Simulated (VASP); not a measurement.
# Si3N2 (Cmc2_1) in VASP: a series of runs, part 2 of 2

VASP 6.6.1. Earlier steps stand in the parts before.

## Step 3: Relaxation of cell and atoms, PBE

This run uses another cell than the first one, of 14.02 Å³/atom.

File INCAR:

```
SYSTEM = Si3N2
ALGO = Normal
EDIFF = 1E-6
EDIFFG = -0.01
ENCUT = 600
GGA = PE
IBRION = 2
ISIF = 3
ISMEAR = 0
LASPH = .TRUE.
LCHARG = .FALSE.
LREAL = .FALSE.
LWAVE = .FALSE.
NELM = 100
NSW = 100
PREC = Accurate
SIGMA = 0.02
```

File KPOINTS:

```
k-points
0
G
  6 6 6
  0 0 0
```

File POSCAR:

```
Si3N2
1.0
    5.6636206469     -2.6506252174      0.0000000000
    5.6636206469      2.6506252174      0.0000000000
    0.0000000000      0.0000000000      4.6684746623
Si N
6 4
Direct
    0.6470020749      0.9908225089      0.2791590515
    0.0091774911      0.3529979251      0.2791590515
    0.9908225089      0.6470020749      0.7791590515
    0.3529979251      0.0091774911      0.7791590515
    0.3868118608      0.6131881392      0.7062803424
    0.6131881392      0.3868118608      0.2062803424
    0.3374023345      0.0745414074      0.1442007773
    0.9254585926      0.6625976655      0.1442007773
    0.0745414074      0.3374023345      0.6442007773
    0.6625976655      0.9254585926      0.6442007773
```

Potentials or basis: VASP PAW PBE potentials, release 64 (Si, N).

Run with:

```sh
> cat potpaw_PBE.64/Si/POTCAR potpaw_PBE.64/N/POTCAR > POTCAR
> mpirun -np 1 vasp_std > vasp.out
```

OUTCAR:

```text
SYSTEM = Si3N2
   EDIFF = 1E-6
   EDIFFG = -0.01
   ENCUT = 600
   GGA = PE
   IBRION = 2
   ISIF = 3
   ISMEAR = 0
   LASPH = .TRUE.
   LREAL = .FALSE.
   NELM = 100
   NSW = 100
   PREC = Accurate

 ion  position               nearest neighbor table
   1  0.647  0.991  0.279-  10 1.74   8 1.75   7 1.77   6 2.37   4 2.93   4 2.93   3 2.96   3 2.96
                             2 3.08   2 3.08
   2  0.009  0.353  0.279-   9 1.74   7 1.75   8 1.77   6 2.37   3 2.93   3 2.93   4 2.96   4 2.96
                             1 3.08   1 3.08
   3  0.991  0.647  0.779-   8 1.74  10 1.75   9 1.77   5 2.37   2 2.93   2 2.93   1 2.96   1 2.96
                             4 3.08   4 3.08
   4  0.353  0.009  0.779-   7 1.74   9 1.75  10 1.77   5 2.37   1 2.93   1 2.93   2 2.96   2 2.96
                             3 3.08   3 3.08
   5  0.387  0.613  0.706-   3 2.37   4 2.37   6 2.62   6 2.62
   6  0.613  0.387  0.206-   1 2.37   2 2.37   5 2.62   5 2.62
   7  0.337  0.075  0.144-   4 1.74   2 1.75   1 1.77
   8  0.925  0.663  0.144-   3 1.74   1 1.75   2 1.77
   9  0.075  0.337  0.644-   2 1.74   4 1.75   3 1.77
  10  0.663  0.925  0.644-   1 1.74   3 1.75   4 1.77

  LATTYP: Found a base centered orthorhombic cell.
 ALAT       =     5.3012504348
 B/A-ratio  =     2.1367112218
 C/A-ratio  =     0.8806365064

  Lattice vectors:

 A1 = (  -5.6636206469,  -2.6506252174,   0.0000000000)
 A2 = (   5.6636206469,  -2.6506252174,   0.0000000000)
 A3 = (   0.0000000000,   0.0000000000,   4.6684746623)

Analysis of symmetry for initial positions (statically):
=====================================================================
 Subroutine PRICEL returns:
 Original cell was already a primitive cell.

 Routine SETGRP: Setting up the symmetry group for a
 base centered orthorhombic supercell.

 Subroutine GETGRP returns: Found  4 space group operations
 (whereof  2 operations were pure point group operations)
 out of a pool of  8 trial point group operations.

The static configuration has the point symmetry C_1h.
 The point group associated with its full space group is C_2v.
[... 175 lines left out ...]
  ---------------------------------------------------
  ext. energy  EPLUGINS =         0.00000000
  ---------------------------------------------------
  free energy    TOTEN  =       -71.50219942 eV

  energy without entropy =      -71.50219942  energy(sigma->0) =      -71.50219942

------------------------ aborting loop because EDIFF is reached ----------------------------------------

  FORCE on cell =-STRESS in cart. coord.  units (eV):
  Direction    XX          YY          ZZ          XY          YZ          ZX
  --------------------------------------------------------------------------------------
  -------------------------------------------------------------------------------------
  Total        0.0470545     -0.2599574     -0.2137700      0.0000000      0.0000000      0.0000000
  in kB        0.5378538     -2.9714280     -2.4434857      0.0000000      0.0000000      0.0000000
  external PRESSURE =      -1.6256866 kB  Pullay stress =       0.0000000 kB
[... 113 lines left out ...]
  FREE ENERGIE OF THE ION-ELECTRON SYSTEM (eV)
  ---------------------------------------------------
  free  energy   TOTEN  =       -71.5024003405 eV

  energy  without entropy=      -71.5024003405  energy(sigma->0) =      -71.50240034

[... ionic steps 4 to 8 ...]

--------------------------------------- Ionic step        9  -------------------------------------------

 number of electron      43.9999999 magnetization

------------------------ aborting loop because EDIFF is reached ----------------------------------------
[... 83 lines left out ...]
--------------------------------------- Ionic step       11  -------------------------------------------

 number of electron      43.9999999 magnetization

 Free energy of the ion-electron system (eV)
  ---------------------------------------------------
  ext. energy  EPLUGINS =         0.00000000
  ---------------------------------------------------
  free energy    TOTEN  =       -71.50263246 eV

  energy without entropy =      -71.50263246  energy(sigma->0) =      -71.50263246

 E-fermi :   5.7730     XC(G=0):  -9.9558

 val. band max:        5.6149535391   @ k =   0.5000   0.5000   0.0000
 cond. band min:       6.7835670203   @ k =  -0.3333   0.1667   0.0000
 fundamental gap:      1.1686134813
 Fermi energy:         5.7730219209

 k-point     1 :       0.0000    0.0000    0.0000
  band No.  band energies     occupation
      1     -12.1404      2.00000
      2      -9.7254      2.00000
      3      -9.3360      2.00000
      4      -9.2203      2.00000
      5      -3.5410      2.00000
      6      -2.9226      2.00000
[... 733 lines left out ...]
     27      10.1951      0.00000
     28      10.7171      0.00000

 [... further k-points ...]

------------------------ aborting loop because EDIFF is reached ----------------------------------------

  FORCE on cell =-STRESS in cart. coord.  units (eV):
  Direction    XX          YY          ZZ          XY          YZ          ZX
  --------------------------------------------------------------------------------------
  -------------------------------------------------------------------------------------
  Total       -0.0534053      0.0173255      0.0042678      0.0000000      0.0000000      0.0000000
  in kB       -0.6103397      0.1980032      0.0487739      0.0000000      0.0000000      0.0000000
  external PRESSURE =      -0.1211875 kB  Pullay stress =       0.0000000 kB
[... 25 lines left out ...]
  FREE ENERGIE OF THE ION-ELECTRON SYSTEM (eV)
  ---------------------------------------------------
  free  energy   TOTEN  =       -71.5026324633 eV

  energy  without entropy=      -71.5026324633  energy(sigma->0) =      -71.50263246

 reached required accuracy - stopping structural energy minimisation
```

CONTCAR:

```text
Si3N2
   1.00000000000000
     5.6722275376524998   -2.6476483671302762    0.0000000000000000
     5.6722275376524998    2.6476483671302762    0.0000000000000000
     0.0000000000000000    0.0000000000000000    4.6674492522000657
  Si              N
     6     4
Direct
     0.6466393211943182    0.9910317807710675    0.2791547993850205
     0.0089682192289325    0.3533606788056817    0.2791547993850205
     0.9910317807710675    0.6466393211943182    0.7791547993850207
     0.3533606788056817    0.0089682192289325    0.7791547993850207
     0.3866789916532251    0.6133210083467751    0.7068877960429697
     0.6133210083467751    0.3866789916532251    0.2068877960429697
     0.3373372696655641    0.0750051387501895    0.1439013025934968
     0.9249948612498106    0.6626627303344358    0.1439013025934968
     0.0750051387501895    0.3373372696655641    0.6439013025934969
     0.6626627303344358    0.9249948612498106    0.6439013025934969

  0.00000000E+00  0.00000000E+00  0.00000000E+00
  0.00000000E+00  0.00000000E+00  0.00000000E+00
  0.00000000E+00  0.00000000E+00  0.00000000E+00
  0.00000000E+00  0.00000000E+00  0.00000000E+00
  0.00000000E+00  0.00000000E+00  0.00000000E+00
  0.00000000E+00  0.00000000E+00  0.00000000E+00
  0.00000000E+00  0.00000000E+00  0.00000000E+00
  0.00000000E+00  0.00000000E+00  0.00000000E+00
  0.00000000E+00  0.00000000E+00  0.00000000E+00
  0.00000000E+00  0.00000000E+00  0.00000000E+00
```

Wall time 11 min (1 thread of AMD EPYC 9R45 (Zen 5), shared host); peak memory 0.4 GiB.

Results:

- Free energy: -71.5026 eV
- Relaxed volume: 14.02 Å³/atom
- Relaxed cell: a = 6.260 Å, b = 6.260 Å, c = 4.667 Å, α = 90.00°, β = 90.00°, γ = 50.04°
- Space group after relaxing (to 0.1 Å): Cmc2_1 (No. 36)
- Energy gained by relaxing: 0.0 meV/atom
- Ionic steps: 11
- Pressure after relaxing: 0.0 GPa
- Largest force after relaxing: 0.010 eV/Å
- Band gap on the k mesh: 1.17 eV (least direct gap 1.29 eV)

Forces in eV/Å, atoms in the order of the input:
```
Si  -0.005 -0.002 -0.003
Si   0.005 -0.002 -0.003
Si  -0.005  0.002 -0.003
Si   0.005  0.002 -0.003
Si   0.000  0.000  0.010
Si   0.000  0.000  0.010
N    0.005  0.002 -0.002
N   -0.005  0.002 -0.002
N    0.005 -0.002 -0.002
N   -0.005 -0.002 -0.002
```

The path:
| step | energy change (eV) | largest force (eV/Å) | pressure (GPa) | volume (Å³) |
| --- | --- | --- | --- | --- |
| 1 | 0.0000 | 0.0278 | -0.16 | 140.17 |
| 2 | 0.0000 | 0.0491 | 0.28 | 139.88 |
| 3 | -0.0002 | 0.0170 | 0.06 | 140.03 |
| 4 | -0.0003 | 0.0133 | 0.05 | 140.07 |
| 5 | -0.0003 | 0.0192 | 0.05 | 140.09 |
| 6 | -0.0004 | 0.0124 | -0.01 | 140.17 |
| 7 | -0.0004 | 0.0122 | 0.00 | 140.18 |
| 8 | -0.0004 | 0.0118 | -0.02 | 140.19 |
| 9 | -0.0004 | 0.0122 | -0.02 | 140.18 |
| 10 | -0.0004 | 0.0123 | -0.02 | 140.18 |
| 11 | -0.0004 | 0.0096 | -0.01 | 140.19 |

Final structure:
```
CELL_PARAMETERS angstrom
5.67223 -2.64765 0.00000
5.67223 2.64765 0.00000
0.00000 0.00000 4.66745
ATOMIC_POSITIONS crystal
Si 0.64664 0.99103 0.27915
Si 0.00897 0.35336 0.27915
Si 0.99103 0.64664 0.77915
Si 0.35336 0.00897 0.77915
Si 0.38668 0.61332 0.70689
Si 0.61332 0.38668 0.20689
N 0.33734 0.07501 0.14390
N 0.92499 0.66266 0.14390
N 0.07501 0.33734 0.64390
N 0.66266 0.92499 0.64390
```

Levels at points of the mesh, in eV from the valence-band top:
```
           k point  band 18  band 19  band 20  band 21  band 22  band 23  band 24  band 25  band 26  band 27
(0.00, 0.00, 0.00)    -1.48    -1.32    -1.21    -0.93    -0.26     1.53     3.54     3.78     4.34     4.43
(0.50, 0.00, 0.00)    -1.77    -1.34    -1.19    -0.82    -0.56     1.24     2.79     3.83     4.61     4.79
(0.50, 0.50, 0.00)    -2.56    -1.43    -0.86    -0.32     0.00     1.72     3.32     3.64     4.21     4.55
(0.00, 0.00, 0.50)    -2.68    -0.80    -0.80    -0.41    -0.41     3.44     3.44     4.73     4.73     4.93
(0.50, 0.00, 0.50)    -2.61    -2.04    -2.04    -0.55    -0.55     3.77     3.77     4.26     4.26     5.04
(0.50, 0.50, 0.50)    -2.45    -1.60    -1.60    -1.35    -1.35     2.52     2.52     3.61     3.61     5.44
```

A k mesh can miss the band edges.

## Step 4: Relaxation of shape and atoms at fixed volume, PBE (12.78 Å³/atom)

This run uses another cell than the first one, of 12.78 Å³/atom.

File INCAR:

```
SYSTEM = Si3N2
  PREC = Accurate
  ENCUT = 600
  EDIFF = 1E-7
  ISMEAR = 0
  SIGMA = 0.02
  LREAL = .False.
  LASPH = .True.
  NELM = 80
  ALGO = Normal
  ISIF = 4
  LWAVE = .False.
  LCHARG = .False.
  GGA = PE
  IBRION = 2
  NSW = 50
  EDIFFG = -0.01
```

File KPOINTS:

```
regular mesh
0
Gamma
  6 6 6
  0 0 0
```

File POSCAR:

```
Si3N2
1.0
    5.4762352409     -2.5766591363      0.0000000000
    5.4762352409      2.5766591363      0.0000000000
    0.0000000000      0.0000000000      4.5299333567
Si N
6 4
Direct
    0.6484465262      0.9939070504      0.2791895872
    0.0060929496      0.3515534738      0.2791895872
    0.9939070504      0.6484465262      0.7791895872
    0.3515534738      0.0060929496      0.7791895872
    0.3934898909      0.6065101091      0.6917886060
    0.6065101091      0.3934898909      0.1917886060
    0.3388902251      0.0629694076      0.1514161098
    0.9370305924      0.6611097749      0.1514161098
    0.0629694076      0.3388902251      0.6514161098
    0.6611097749      0.9370305924      0.6514161098
```

Run with:

```sh
> cat potpaw_PBE.64/Si/POTCAR potpaw_PBE.64/N/POTCAR > POTCAR
> mpirun -np 1 vasp_std > vasp.out
```

It took 14 min on 1 thread of Intel Xeon 6975P-C (Granite Rapids), shared host; peak memory 0.38 GiB.

It converged, with:

```
Free energy                  : -71.1457 eV
Energy gained by relaxing    : 3.4 meV/atom
Ionic steps                  : 17
Pressure after relaxing      : 9.5 GPa
Largest force after relaxing : 0.008 eV/Å
Band gap on the k mesh       : 1.26 eV (least direct gap 1.30 eV)
```

Forces on the atoms (eV/Å):
```
Si   0.002  0.007  0.002
Si  -0.002  0.007  0.002
Si   0.002 -0.007  0.002
Si  -0.002 -0.007  0.002
Si   0.000  0.004 -0.002
Si   0.000 -0.004 -0.002
N    0.000  0.001 -0.001
N    0.000  0.001 -0.001
N    0.000 -0.001 -0.001
N    0.000 -0.001 -0.001
```

The path:
| step | energy change (eV) | largest force (eV/Å) | pressure (GPa) | volume (Å³) |
| --- | --- | --- | --- | --- |
| 1 | 0.0000 | 0.3064 | 12.21 | 127.84 |
| 2 | -0.0124 | 0.3109 | 10.75 | 127.84 |
| 3 | -0.0139 | 0.2656 | 11.10 | 127.84 |
| 4 | -0.0255 | 0.1673 | 10.25 | 127.84 |
| 5 | -0.0256 | 0.1902 | 10.13 | 127.84 |
| 6 | -0.0312 | 0.0935 | 9.64 | 127.84 |
| 7 | -0.0312 | 0.0908 | 9.66 | 127.84 |
| 8 | -0.0320 | 0.0757 | 9.59 | 127.84 |
| 9 | -0.0320 | 0.0774 | 9.59 | 127.84 |
| 10 | -0.0329 | 0.0475 | 9.56 | 127.84 |
| 11 | -0.0331 | 0.0339 | 9.53 | 127.84 |
| 12 | -0.0334 | 0.0264 | 9.51 | 127.84 |
| 13 | -0.0337 | 0.0256 | 9.46 | 127.84 |
| 14 | -0.0337 | 0.0219 | 9.47 | 127.84 |
| 15 | -0.0337 | 0.0255 | 9.47 | 127.84 |
| 16 | -0.0338 | 0.0168 | 9.47 | 127.84 |
| 17 | -0.0338 | 0.0076 | 9.47 | 127.84 |

Final structure:
```
Si N
1.0
     5.46028   -2.58076    0.00000
     5.46028    2.58076    0.00000
     0.00000    0.00000    4.53596
Si N
6 4
Direct
  0.64954 0.99516 0.27940
  0.00484 0.35046 0.27940
  0.99516 0.64954 0.77940
  0.35046 0.00484 0.77940
  0.39708 0.60292 0.68339
  0.60292 0.39708 0.18339
  0.33985 0.05651 0.15540
  0.94349 0.66015 0.15540
  0.05651 0.33985 0.65540
  0.66015 0.94349 0.65540
```

Levels at points of the mesh, in eV from the valence-band top:
```
           k point  band 19  band 20  band 21  band 22  band 23  band 24  band 25  band 26
(0.00, 0.00, 0.00)    -1.31    -1.30    -0.93    -0.25     1.54     3.48     3.78     4.66
(0.50, 0.00, 0.00)    -1.55    -1.09    -0.70    -0.63     1.40     2.85     3.78     4.59
(0.50, 0.50, 0.00)    -1.94    -0.97    -0.30     0.00     1.90     2.95     3.91     4.43
(0.00, 0.00, 0.50)    -0.76    -0.76    -0.45    -0.45     3.92     3.92     4.99     4.99
(0.50, 0.00, 0.50)    -2.26    -2.26    -0.55    -0.55     3.90     3.90     4.66     4.66
(0.50, 0.50, 0.50)    -1.90    -1.90    -1.56    -1.56     2.52     2.52     3.85     3.85
```

## Step 5: Summary

| task | cell | smearing | gap on the mesh (eV) | pressure (GPa) | relaxed volume (Å³/atom) | largest force (eV/Å) |
| --- | --- | --- | --- | --- | --- | --- |
| relaxation of cell and atoms | relaxed from a = 6.264, b = 6.264, c = 4.670 Å, angles 90.0, 90.0, 50.1°, 10 atoms, atomic positions A | gaussian 0.01 eV | 1.16 | 0.0 | 14.03 | - |
| relaxation of cell and atoms | relaxed from a = 6.253, b = 6.253, c = 4.668 Å, angles 90.0, 90.0, 50.2°, 10 atoms, atomic positions B | gaussian 0.02 eV | 1.17 | 0.0 | 14.02 | 0.01 |
| relaxation of shape and atoms at fixed volume | relaxed from a = 6.052, b = 6.052, c = 4.530 Å, angles 90.0, 90.0, 50.4°, 10 atoms, atomic positions C | gaussian 0.02 eV | 1.26 | 9.5 | - | 0.01 |

Alike in all rows: level PBE; potentials or basis VASP PAW PBE potentials, release 64 (Si, N); no spin polarisation; k mesh 6 × 6 × 6; cutoff (eV) 600.

Total energies depend on the potentials used, so only differences within one code and one set of settings carry meaning.
